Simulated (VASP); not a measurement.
# Ir (P6_3/mmc) in VASP: further runs, part 2 of 2

VASP 6.6.1.

## (3) Relaxation of cell and atoms, RPBE

This run uses another cell than the first one, of 14.15 Å³/atom.

File INCAR:

```
SYSTEM = Ir
ALGO = Normal ; EDIFF = 1E-7
EDIFFG = -0.01 ; ENCUT = 600
GGA = RP ; IBRION = 2
ISIF = 3 ; ISMEAR = -1
LASPH = .True. ; LCHARG = .False.
LREAL = .False. ; LWAVE = .False.
NELM = 60 ; NSW = 80
PREC = Accurate ; SIGMA = 0.1
```

File KPOINTS:

```
k-points
0
Gamma
  13 13 4
  0 0 0
```

File POSCAR:

```
Ir
1.0
    2.7148619862      0.0000000000      0.0000000000
   -1.3574309931      2.3511394478      0.0000000000
    0.0000000000      0.0000000000      8.8667392469
Ir
4
Direct
    0.0000000000      0.0000000000      0.0000000000
    0.0000000000      0.0000000000      0.5000000000
    0.3333333333      0.6666666667      0.2500000000
    0.6666666667      0.3333333333      0.7500000000
```

Potentials or basis: VASP PAW PBE potentials, release 64 (Ir).

On the command line:

```sh
> cat potpaw_PBE.64/Ir/POTCAR > POTCAR
> mpirun -np 1 vasp_std > vasp.out
```

OUTCAR:

```text
SYSTEM = Ir
   EDIFF = 1E-7
   EDIFFG = -0.01
   ENCUT = 600
   GGA = RP
   IBRION = 2
   ISIF = 3
   ISMEAR = -1
   LASPH = .True.
   LREAL = .False.
   NELM = 60
   NSW = 80
   PREC = Accurate

 ion  position               nearest neighbor table
   1  0.000  0.000  0.000-   3 2.71   4 2.71   3 2.71   4 2.71   4 2.71   3 2.71
   2  0.000  0.000  0.500-   3 2.71   4 2.71   3 2.71   4 2.71   4 2.71   3 2.71
   3  0.333  0.667  0.250-   1 2.71   2 2.71   1 2.71   2 2.71   1 2.71   2 2.71
   4  0.667  0.333  0.750-   1 2.71   2 2.71   1 2.71   2 2.71   1 2.71   2 2.71

  LATTYP: Found a hexagonal cell.
 ALAT       =     2.7148619862
 C/A-ratio  =     3.2660000000

  Lattice vectors:

 A1 = (   2.7148619862,   0.0000000000,   0.0000000000)
 A2 = (  -1.3574309931,   2.3511394478,   0.0000000000)
 A3 = (   0.0000000000,   0.0000000000,   8.8667392469)

Analysis of symmetry for initial positions (statically):
=====================================================================
 Subroutine PRICEL returns:
 Original cell was already a primitive cell.

 Routine SETGRP: Setting up the symmetry group for a
 hexagonal supercell.

 Subroutine GETGRP returns: Found 24 space group operations
 (whereof 12 operations were pure point group operations)
 out of a pool of 24 trial point group operations.

The static configuration has the point symmetry D_3d.
 The point group associated with its full space group is D_6h.

Analysis of symmetry for dynamics (positions and initial velocities):
=====================================================================
 Subroutine PRICEL returns:
 Original cell was already a primitive cell.

 Routine SETGRP: Setting up the symmetry group for a
 hexagonal supercell.

 Subroutine GETGRP returns: Found 24 space group operations
 (whereof 12 operations were pure point group operations)
 out of a pool of 24 trial point group operations.

The dynamic configuration has the point symmetry D_3d.
 The point group associated with its full space group is D_6h.

 Subroutine INISYM returns: Found 24 space group operations
 (whereof 12 operations are pure point group operations),
 and found     1 'primitive' translations

----------------------------------------------------------------------------------------

                                     Primitive cell

  volume of cell :      56.5966

  direct lattice vectors                    reciprocal lattice vectors
     2.714861986  0.000000000  0.000000000     0.368342850  0.212662843  0.000000000
    -1.357430993  2.351139448  0.000000000     0.000000000  0.425325687  0.000000000
     0.000000000  0.000000000  8.866739247     0.000000000  0.000000000  0.112781032

  length of vectors
     2.714861986  2.714861986  8.866739247     0.425325687  0.425325687  0.112781032

  position of ions in fractional coordinates (direct lattice)
     0.000000000  0.000000000  0.000000000
     0.000000000  0.000000000  0.500000000
     0.333333333  0.666666667  0.250000000
     0.666666667  0.333333333  0.750000000

  ion indices of the primitive-cell ions
   primitive index   ion index
                 1           1
                 2           2
                 3           3
                 4           4

----------------------------------------------------------------------------------------

 KPOINTS: k-points

Automatic generation of k-mesh.
 Grid dimensions read from file:
 generate k-points for:   13   13    4

 Generating k-lattice:

  Cartesian coordinates                     Fractional coordinates (reciprocal lattice)
     0.028334065  0.016358680  0.000000000     0.076923077  0.000000000  0.000000000
     0.000000000  0.032717361  0.000000000     0.000000000  0.076923077  0.000000000
     0.000000000  0.000000000  0.028195258     0.000000000  0.000000000  0.250000000

  Length of vectors
     0.032717361  0.032717361  0.028195258

  Shift w.r.t. Gamma in fractional coordinates (k-lattice)
     0.000000000  0.000000000  0.000000000

 Subroutine IBZKPT returns following result:
 ===========================================

 Found     63 irreducible k-points:

 Following reciprocal coordinates:
            Coordinates               Weight
  0.000000  0.000000  0.000000      1.000000
  0.076923 -0.000000  0.000000      6.000000
  0.153846  0.000000  0.000000      6.000000
  0.230769 -0.000000  0.000000      6.000000
  0.307692  0.000000  0.000000      6.000000
  0.384615  0.000000  0.000000      6.000000
[... 16 lines left out ...]
  0.076923 -0.000000  0.250000     12.000000
  0.153846  0.000000  0.250000     12.000000
 [... further k-points ...]
   k-points           NKPTS =     63   k-points in BZ     NKDIM =     63   number of bands    NBANDS=     22
   number of dos      NEDOS =    301   number of ions     NIONS =      4
   total plane-waves  NPLWV =  41472
   dimension x,y,z NGX =    24 NGY =   24 NGZ =   72
   dimension x,y,z NGXF=    48 NGYF=   48 NGZF=  144
   ions per type =               4
   NGX,Y,Z   is equivalent  to a cutoff of  14.70, 14.70, 13.50 a.u.
   NGXF,Y,Z  is equivalent  to a cutoff of  29.39, 29.39, 27.00 a.u.
 SYSTEM =  Ir
   PREC   = accura    normal or accurate (medium, high low for compatibility)
   ISTART =      0    job   : 0-new  1-cont  2-samecut
   ICHARG =      2    charge: 1-file 2-atom 10-const
   ISPIN  =      1    spin polarized calculation?
   LNONCOLLINEAR =      F non collinear calculations
   LSORBIT =      F    spin-orbit coupling
   LASPH  =      T    aspherical Exc in radial PAW
   ENCUT  =  600.0 eV  44.10 Ry    6.64 a.u.   5.42  5.42 17.71*2*pi/ulx,y,z
   NELM   =     60;   NELMIN=  2; NELMDL= -5     # of ELM steps
   EDIFF  = 0.1E-06   stopping-criterion for ELM
   LREAL  =      F    real-space projection
   EDIFFG = -.1E-01   stopping-criterion for IOM
   NSW    =     80    number of steps for IOM
   IBRION =      2    ionic relax: 0-MD 1-quasi-New 2-CG
   NFREE  =      1    steps in history (QN), initial steepest desc. (CG)
   ISIF   =      3    stress and relaxation
   ISYM   =      2    0-nonsym 1-usesym 2-fastsym
   POTIM  = 0.5000    time-step for ionic-motion
   TEBEG  =    0.0;   TEEND  =   0.0 temperature during run
   PSTRESS=    0.0 pullay stress
   NELECT =      36.0000    total number of electrons
   NUPDOWN=      -1.0000    fix difference up-down
   EMIN   =  10.00;   EMAX   =-10.00  energy-range for DOS
   EFERMI =   0.00;   METHOD = LEGACY
   ISMEAR =    -1;   SIGMA  =   0.10  broadening in eV -4-tet -1-fermi 0-gaus
   EFERMI_NEDOS =   21; number of points for ismear=-14 and -15
   IALGO  =     38    algorithm
   IMIX   =      4    mixing-type and parameters
     AMIX     =   0.40;   BMIX     =  1.00
     AMIX_MAG =   1.60;   BMIX_MAG =  1.00
  volume/ion in A,a.u.               =      14.15        95.48
  Fermi-wavevector in a.u.,A,eV,Ry     =   1.407923  2.660589 26.970118  1.982248
  Thomas-Fermi vector in A             =   2.530133
   LORBIT       =      0    0 simple, 1 ext, 2 COOP (PROOUT), +10 PAW based schemes
   GGA     = RP    functional components
   LHFCALC =     F    Hartree Fock is set to
   AEXX    =    0.0000 exact exchange contribution
   IVDW    =     0    specifies the selected vdW correction
   LEPSILON=     F    determine dielectric tensor
   LRPA    =     F    only Hartree local field effects (RPA)
 conjugate gradient relaxation of ions
 non-spin polarized calculation
  energy-cutoff  :      600.00
  volume of cell :       56.60
 maximum number of plane-waves:      1932
 NGX is ok and might be reduce to    24
   NGX = 11   NGY = 11   NGZ = 35

--------------------------------------- Ionic step        1  -------------------------------------------

 number of electron      36.0000001 magnetization

 Free energy of the ion-electron system (eV)
  ---------------------------------------------------
  ext. energy  EPLUGINS =         0.00000000
  ---------------------------------------------------
  free energy    TOTEN  =       -32.59100962 eV

  energy without entropy =      -32.45477619  energy(sigma->0) =      -32.52289290

 E-fermi :  10.5226     XC(G=0): -13.9488

 val. band max:       10.5117366972   @ k =   0.3846   0.1538   0.0000
 cond. band min:      10.5376587934   @ k =   0.3846   0.2308   0.2500
 fundamental gap:      0.0259220962
 Fermi energy:        10.5226409464

 k-point     1 :       0.0000    0.0000    0.0000
  band No.  band energies     occupation
      1      -0.6177      2.00000
      2       1.5749      2.00000
      3       1.6021      2.00000
      4       2.3911      2.00000
      5       6.0971      2.00000
      6       6.1387      2.00000
[... 702 lines left out ...]
  energy  without entropy=      -32.5484193382  energy(sigma->0) =      -32.62170315

--------------------------------------- Ionic step        4  -------------------------------------------

 number of electron      35.9999998 magnetization

 Free energy of the ion-electron system (eV)
  ---------------------------------------------------
  ext. energy  EPLUGINS =         0.00000000
  ---------------------------------------------------
  free energy    TOTEN  =       -32.69542438 eV

  energy without entropy =      -32.54947224  energy(sigma->0) =      -32.62244831

 E-fermi :   9.8189     XC(G=0): -13.7034

 val. band max:        9.8110102758   @ k =   0.3846   0.1538   0.0000
 cond. band min:       9.8344458113   @ k =   0.3846   0.2308   0.2500
 fundamental gap:      0.0234355355
 Fermi energy:         9.8188554959

 k-point     1 :       0.0000    0.0000    0.0000
  band No.  band energies     occupation
      1      -0.8758      2.00000
      2       1.2506      2.00000
      3       1.2757      2.00000
      4       2.1208      2.00000
      5       5.6599      2.00000
      6       5.6983      2.00000
[... 622 lines left out ...]
  FREE ENERGIE OF THE ION-ELECTRON SYSTEM (eV)
  ---------------------------------------------------
  free  energy   TOTEN  =       -32.6954243803 eV

  energy  without entropy=      -32.5494722413  energy(sigma->0) =      -32.62244831

 reached required accuracy - stopping structural energy minimisation
```

OSZICAR:

```text
N       E                     dE             d eps       ncg     rms          rms(c)
DAV:   1     0.417416710980E+03    0.41742E+03   -0.18021E+04  2772   0.185E+03
DAV:   2    -0.567846791152E+01   -0.42310E+03   -0.40842E+03  2844   0.507E+02
DAV:   3    -0.332299200156E+02   -0.27551E+02   -0.25977E+02  3838   0.129E+02
[... 44 lines left out ...]
DAV:   2    -0.326955420875E+02    0.10815E-02   -0.24972E-03  2794   0.521E-01    0.108E-01
DAV:   3    -0.326954191559E+02    0.12293E-03   -0.69343E-04  3660   0.249E-01    0.391E-02
DAV:   4    -0.326954250292E+02   -0.58733E-05   -0.34475E-05  2930   0.609E-02    0.898E-03
DAV:   5    -0.326954242893E+02    0.73990E-06   -0.70974E-06  3698   0.251E-02    0.145E-03
DAV:   6    -0.326954243803E+02   -0.90992E-07   -0.13486E-07  1614   0.286E-03
   4 F= -.32695424E+02 E0= -.32622448E+02  d E =-.104415E+00
```

CONTCAR:

```text
Ir
   1.00000000000000
     2.7519039997202492    0.0000000000000000   -0.0000000000000000
    -1.3759519998601246    2.3832187725151308    0.0000000000000000
     0.0000000000000000    0.0000000000000000    8.9895503067632703
  Ir
     4
Direct
     0.0000000000000000    0.0000000000000000    0.0000000000000000
     0.0000000000000000    0.0000000000000000    0.5000000000000000
     0.3333333332999970    0.6666666667000030    0.2500000000000000
     0.6666666667000030    0.3333333332999970    0.7500000000000000

  0.00000000E+00  0.00000000E+00  0.00000000E+00
  0.00000000E+00  0.00000000E+00  0.00000000E+00
  0.00000000E+00  0.00000000E+00  0.00000000E+00
  0.00000000E+00  0.00000000E+00  0.00000000E+00
```

Run time: 7.2 min. Hardware: 1 thread of Intel Xeon 8259CL, shared host; peak memory 0.25 GiB.

Results:

```yaml
Free_energy: -32.6954 eV
Relaxed_volume: 14.74 Å³/atom
Relaxed_cell: a = 2.752 Å, b = 2.752 Å, c = 8.990 Å, α = 90.00°, β = 90.00°, γ = 120.00°
Space_group_after_relaxing_to_0.1_Å: P6_3/mmc (No. 194)
Energy_gained_by_relaxing: 26.1 meV/atom
Ionic_steps: 4
Pressure_after_relaxing: -0.1 GPa
```

Step by step:
| step | energy change (eV) | largest force (eV/Å) | pressure (GPa) | volume (Å³) |
| --- | --- | --- | --- | --- |
| 1 | 0.0000 | 0.0000 | 14.89 | 56.60 |
| 2 | 0.9696 | 0.0000 | -32.35 | 68.07 |
| 3 | -0.1040 | 0.0000 | -0.86 | 59.10 |
| 4 | -0.1044 | 0.0000 | -0.06 | 58.96 |

Final structure:
```xyz
4
Lattice="2.7519 0.0000 0.0000 -1.3760 2.3832 0.0000 0.0000 0.0000 8.9896" Properties=species:S:1:pos:R:3 pbc="T T T"
Ir    0.0000    0.0000    0.0000
Ir    0.0000    0.0000    4.4948
Ir    0.0000    1.5888    2.2474
Ir    1.3760    0.7944    6.7422
```

Caveat: the highest band is partly filled, so the run has too few bands; the PAW data sets were made with another functional, which shifts forces and pressure a little; spin-orbit coupling is left out, which moves the levels of the heavy elements.
